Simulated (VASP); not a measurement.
# BaBe (Fmmm) in VASP: further runs

Runs on BaBe. Level: PBE. Tasks: single point, relaxation of cell and atoms.

All numbers are computed with VASP 6.6.1; they aren't measurements. Logs are shortened: lines on timing, memory, paths and dates and some standing lists are left out, and cuts for length are marked.

**1. The cell of the first run**

The structure is orthorhombic, space group Fmmm (No. 69). Conventional cell: a = 7.821 Å, b = 9.877 Å, c = 9.951 Å, α = 90.00°, β = 90.00°, γ = 90.00°. Within 4.0 Å of Ba (site symmetry 2/m) lie 2 Be at 2.90 Å and 2 Ba at 3.91 Å. Be (site symmetry m2m) has 1 Be at 1.97 Å within 2.6 Å.

The cell was generated, and may not be a known phase.

**2. Single point, PBE**

The input, INCAR:

```
SYSTEM = BaBe
ALGO     = Normal         ! electronic algorithm
EDIFF    = 1E-6           ! SCF threshold, eV
ENCUT    = 520            ! plane-wave cutoff, eV
GGA      = PE             ! functional
ISIF     = 2              ! what is computed and relaxed
ISMEAR   = 0              ! smearing method
LASPH    = .TRUE.         ! aspherical terms in the spheres
LCHARG   = .TRUE.         ! write CHGCAR
LELF     = .TRUE.         ! ELF
LREAL    = .FALSE.        ! projectors in reciprocal space
LVHAR    = .TRUE.       
LWAVE    = .FALSE.        ! write WAVECAR
NBANDS   = 20             ! bands
NELM     = 80             ! most SCF steps
PREC     = Accurate       ! precision mode
SIGMA    = 0.1            ! smearing width, eV
```

The input, KPOINTS:

```
k-points
0
G
  4 4 4
  0 0 0
```

The input, POSCAR:

```
BaBe
1.0
    0.0000000000      3.9105692644      4.9384303851
    4.9756343231      0.0000000000      4.9384303851
    4.9756343231      3.9105692644      0.0000000000
Ba Be
2 2
Direct
    0.0000000000      0.5000000000      0.0000000000
    0.5000000000      0.0000000000      0.5000000000
    0.0994910317      0.0994910317      0.9005089683
    0.9005089683      0.9005089683      0.0994910317
```

Potentials or basis: VASP PAW PBE potentials, release 64 (Ba_sv, Be).

Launch:

```
$ cat potpaw_PBE.64/Ba_sv/POTCAR potpaw_PBE.64/Be/POTCAR > POTCAR
$ mpirun -np 1 vasp_std > vasp.out
```

OUTCAR:

```text
SYSTEM = BaBe
   EDIFF = 1E-6
   ENCUT = 520
   GGA = PE
   ISIF = 2
   ISMEAR = 0
   LASPH = .TRUE.
   LREAL = .FALSE.
   NELM = 80
   PREC = Accurate

 ion  position               nearest neighbor table
   1  0.000  0.500  0.000-   3 2.90   4 2.90   2 3.91   2 3.91
   2  0.500  0.000  0.500-   3 2.90   4 2.90   1 3.91   1 3.91
   3  0.099  0.099  0.901-   4 1.97   2 2.90   1 2.90
   4  0.901  0.901  0.099-   3 1.97   2 2.90   1 2.90

  LATTYP: Found a face centered orthorhombic cell.
 ALAT       =     7.8211385288
 B/A-ratio  =     1.2628418144
 C/A-ratio  =     1.2723555029

  Lattice vectors:

 A1 = (  -4.9756343231,   0.0000000000,  -4.9384303851)
 A2 = (  -4.9756343231,   3.9105692644,   0.0000000000)
 A3 = (   0.0000000000,   3.9105692644,  -4.9384303851)

Analysis of symmetry for initial positions (statically):
=====================================================================
 Subroutine PRICEL returns:
 Original cell was already a primitive cell.

 Routine SETGRP: Setting up the symmetry group for a
 face centered orthorhombic supercell.

 Subroutine GETGRP returns: Found  8 space group operations
 (whereof  8 operations were pure point group operations)
 out of a pool of  8 trial point group operations.

The static configuration has the point symmetry D_2h.

Analysis of symmetry for dynamics (positions and initial velocities):
=====================================================================
 Subroutine PRICEL returns:
 Original cell was already a primitive cell.

 Routine SETGRP: Setting up the symmetry group for a
 face centered orthorhombic supercell.

 Subroutine GETGRP returns: Found  8 space group operations
 (whereof  8 operations were pure point group operations)
 out of a pool of  8 trial point group operations.

The dynamic configuration has the point symmetry D_2h.

 Subroutine INISYM returns: Found  8 space group operations
 (whereof  8 operations are pure point group operations),
 and found     1 'primitive' translations

----------------------------------------------------------------------------------------

                                     Primitive cell

  volume of cell :     192.1796

  direct lattice vectors                    reciprocal lattice vectors
     0.000000000  3.910569264  4.938430385    -0.100489700  0.127858623  0.101246745
     4.975634323  0.000000000  4.938430385     0.100489700 -0.127858623  0.101246745
     4.975634323  3.910569264  0.000000000     0.100489700  0.127858623 -0.101246745

  length of vectors
     6.299257626  7.010351745  6.328466551     0.191564377  0.191564377  0.191564377

  position of ions in fractional coordinates (direct lattice)
     0.000000000  0.500000000  0.000000000
     0.500000000  0.000000000  0.500000000
     0.099491032  0.099491032  0.900508968
     0.900508968  0.900508968  0.099491032

  ion indices of the primitive-cell ions
   primitive index   ion index
                 1           1
                 2           2
                 3           3
                 4           4

----------------------------------------------------------------------------------------

 KPOINTS: k-points

Automatic generation of k-mesh.
 Grid dimensions read from file:
 generate k-points for:    4    4    4

 Generating k-lattice:

  Cartesian coordinates                     Fractional coordinates (reciprocal lattice)
    -0.025122425  0.031964656  0.025311686     0.250000000  0.000000000 -0.000000000
     0.025122425 -0.031964656  0.025311686     0.000000000  0.250000000  0.000000000
     0.025122425  0.031964656 -0.025311686    -0.000000000  0.000000000  0.250000000

  Length of vectors
     0.047891094  0.047891094  0.047891094

  Shift w.r.t. Gamma in fractional coordinates (k-lattice)
     0.000000000  0.000000000  0.000000000

 Subroutine IBZKPT returns following result:
 ===========================================

 Found     18 irreducible k-points:

 Following reciprocal coordinates:
            Coordinates               Weight
  0.000000  0.000000  0.000000      1.000000
  0.250000  0.000000  0.000000      8.000000
  0.500000  0.000000  0.000000      4.000000
  0.250000  0.250000  0.000000      2.000000
  0.500000  0.250000 -0.000000      8.000000
 -0.250000  0.250000 -0.000000      4.000000
[... 10 lines left out ...]
 -0.250000  0.250000  0.500000      2.000000
  0.000000  0.500000  0.500000      1.000000
   k-points           NKPTS =     18   k-points in BZ     NKDIM =     18   number of bands    NBANDS=     20
   number of dos      NEDOS =    301   number of ions     NIONS =      4
   total plane-waves  NPLWV = 124416
   dimension x,y,z NGX =    48 NGY =   54 NGZ =   48
   dimension x,y,z NGXF=    96 NGYF=  108 NGZF=   96
   ions per type =               2   2
   NGX,Y,Z   is equivalent  to a cutoff of  12.67, 12.81, 12.61 a.u.
   NGXF,Y,Z  is equivalent  to a cutoff of  25.34, 25.61, 25.22 a.u.
 SYSTEM =  BaBe
   PREC   = accura    normal or accurate (medium, high low for compatibility)
   ISTART =      0    job   : 0-new  1-cont  2-samecut
   ICHARG =      2    charge: 1-file 2-atom 10-const
   ISPIN  =      1    spin polarized calculation?
   LNONCOLLINEAR =      F non collinear calculations
   LSORBIT =      F    spin-orbit coupling
   LASPH  =      T    aspherical Exc in radial PAW
   ENCUT  =  520.0 eV  38.22 Ry    6.18 a.u.  11.71 13.03 11.77*2*pi/ulx,y,z
   NELM   =     80;   NELMIN=  2; NELMDL= -5     # of ELM steps
   EDIFF  = 0.1E-05   stopping-criterion for ELM
   LREAL  =      F    real-space projection
   EDIFFG = 0.1E-04   stopping-criterion for IOM
   NSW    =      0    number of steps for IOM
   IBRION =     -1    ionic relax: 0-MD 1-quasi-New 2-CG
   NFREE  =      0    steps in history (QN), initial steepest desc. (CG)
   ISIF   =      2    stress and relaxation
   ISYM   =      2    0-nonsym 1-usesym 2-fastsym
   POTIM  = 0.5000    time-step for ionic-motion
   TEBEG  =    0.0;   TEEND  =   0.0 temperature during run
   PSTRESS=    0.0 pullay stress
   NELECT =      24.0000    total number of electrons
   NUPDOWN=      -1.0000    fix difference up-down
   EMIN   =  10.00;   EMAX   =-10.00  energy-range for DOS
   EFERMI =   0.00;   METHOD = LEGACY
   ISMEAR =     0;   SIGMA  =   0.10  broadening in eV -4-tet -1-fermi 0-gaus
   EFERMI_NEDOS =   21; number of points for ismear=-14 and -15
   IALGO  =     38    algorithm
   IMIX   =      4    mixing-type and parameters
     AMIX     =   0.40;   BMIX     =  1.00
     AMIX_MAG =   1.60;   BMIX_MAG =  1.00
  volume/ion in A,a.u.               =      48.04       324.22
  Fermi-wavevector in a.u.,A,eV,Ry     =   0.818294  1.546352  9.110534  0.669605
  Thomas-Fermi vector in A             =   1.928895
   LORBIT       =      0    0 simple, 1 ext, 2 COOP (PROOUT), +10 PAW based schemes
   GGA     = PE    functional components
   LHFCALC =     F    Hartree Fock is set to
   AEXX    =    0.0000 exact exchange contribution
   IVDW    =     0    specifies the selected vdW correction
   LEPSILON=     F    determine dielectric tensor
   LRPA    =     F    only Hartree local field effects (RPA)
 non-spin polarized calculation
 Gauss-broadening in eV      SIGMA  =   0.10
  energy-cutoff  :      520.00
  volume of cell :      192.18
 maximum number of plane-waves:      5218
 NGX is ok and might be reduce to    48
   NGX = 23   NGY = 27   NGZ = 23

 number of electron      23.9999999 magnetization

 Free energy of the ion-electron system (eV)
  ---------------------------------------------------
  ext. energy  EPLUGINS =         0.00000000
  ---------------------------------------------------
  free energy    TOTEN  =        -6.34033495 eV

  energy without entropy =       -6.31634056  energy(sigma->0) =       -6.32833775

 E-fermi :   0.6470     XC(G=0):  -6.7617

 val. band max:        0.6235562777   @ k =  -0.2500   0.0000   0.2500
 cond. band min:       0.6890154632   @ k =   0.5000   0.0000   0.0000
 fundamental gap:      0.0654591856
 Fermi energy:         0.6470009360

 k-point     1 :       0.0000    0.0000    0.0000
  band No.  band energies     occupation
      1     -28.2650      2.00000
      2     -28.1917      2.00000
      3     -13.9249      2.00000
      4     -13.4479      2.00000
      5     -13.4408      2.00000
      6     -13.3474      2.00000
[... 12 lines left out ...]
     19       3.2591      0.00000
     20       4.6290      0.00000

 k-point     2 :       0.2500    0.0000    0.0000
  band No.  band energies     occupation
      1     -28.2544      2.00000
      2     -28.2025      2.00000
      3     -13.8282      2.00000
      4     -13.4488      2.00000
      5     -13.4437      2.00000
      6     -13.3493      2.00000
[... 12 lines left out ...]
     19       3.4115      0.00000
     20       3.7897      0.00000

 k-point     3 :       0.5000    0.0000    0.0000
  band No.  band energies     occupation
      1     -28.2285      2.00000
      2     -28.2285      2.00000
      3     -13.5828      2.00000
      4     -13.5827      2.00000
      5     -13.4483      2.00000
      6     -13.4478      2.00000
[... 12 lines left out ...]
     19       2.9062      0.00000
     20       2.9069      0.00000

 k-point     4 :       0.2500    0.2500    0.0000
  band No.  band energies     occupation
      1     -28.2633      2.00000
      2     -28.1933      2.00000
      3     -13.9302      2.00000
      4     -13.4926      2.00000
      5     -13.4082      2.00000
      6     -13.3579      2.00000
[... 291 lines left out ...]
 k-point    17 :      -0.2500    0.2500    0.5000
  band No.  band energies     occupation
      1     -28.2598      2.00000
      2     -28.1966      2.00000
      3     -13.9422      2.00000
      4     -13.4836      2.00000
      5     -13.4732      2.00000
      6     -13.3851      2.00000
[... 12 lines left out ...]
     19       3.4859      0.00000
     20       3.5475      0.00000

 k-point    18 :       0.0000    0.5000    0.5000
  band No.  band energies     occupation
      1     -28.2616      2.00000
      2     -28.1949      2.00000
      3     -13.9364      2.00000
      4     -13.4833      2.00000
      5     -13.4383      2.00000
      6     -13.4245      2.00000
[... 12 lines left out ...]
     19       3.0311      0.00000
     20       3.7937      0.00000

------------------------ aborting loop because EDIFF is reached ----------------------------------------

  FORCE on cell =-STRESS in cart. coord.  units (eV):
  Direction    XX          YY          ZZ          XY          YZ          ZX
  --------------------------------------------------------------------------------------
  -------------------------------------------------------------------------------------
  Total        0.2403021      0.0083209      0.1582924      0.0000000      0.0000000      0.0000000
  in kB        2.0033683      0.0693706      1.3196635      0.0000000      0.0000000      0.0000000
  external PRESSURE =       1.1308008 kB  Pullay stress =       0.0000000 kB

 VOLUME and BASIS-vectors are now :
 -----------------------------------------------------------------------------
  energy-cutoff  :      520.00
  volume of cell :      192.18
      direct lattice vectors                 reciprocal lattice vectors
     0.000000000  3.910569264  4.938430385    -0.100489700  0.127858623  0.101246745
     4.975634323  0.000000000  4.938430385     0.100489700 -0.127858623  0.101246745
     4.975634323  3.910569264  0.000000000     0.100489700  0.127858623 -0.101246745

 POSITION                                       TOTAL-FORCE (eV/Angst)
 -----------------------------------------------------------------------------------
      2.48782      0.00000      2.46922         0.000000     -0.000000     -0.000000
      2.48782      3.91057      2.46922        -0.000000      0.000000     -0.000000
      4.97563      3.91057      0.98266         0.000000     -0.000000      0.023894
      4.97563      3.91057      8.89420         0.000000     -0.000000     -0.023894
 -----------------------------------------------------------------------------------
    total drift:                               -0.000000     -0.000000     -0.000000

  FREE ENERGIE OF THE ION-ELECTRON SYSTEM (eV)
  ---------------------------------------------------
  free  energy   TOTEN  =        -6.3403349478 eV

  energy  without entropy=       -6.3163405557  energy(sigma->0) =       -6.32833775
```

Wall time 63 s (1 thread of Intel Xeon 6975P-C (Granite Rapids), shared host); peak memory 0.36 GiB.

Results:

| Item | Value |
| --- | --- |
| Free energy | -6.3403 eV |
| Pressure | 0.1 GPa |
| Largest force | 0.024 eV/Å |
| Band gap on the k mesh | zero (bands 12 and 13 overlap by 0.19 eV) |

Forces in eV/Å, atoms in the order of the input:
```
Ba   0.000  0.000  0.000
Ba   0.000  0.000  0.000
Be   0.000  0.000  0.024
Be   0.000  0.000 -0.024
```

Stress tensor (GPa, compression positive):
```
0.20 0.00 0.00
0.00 0.01 0.00
0.00 0.00 0.13
```

Caveat: spin-orbit coupling is left out, which moves the levels of the heavy elements.

(Part 1 of 3 ends here.)

The gap in the log of VASP goes by the Fermi energy; the results here count the filled bands.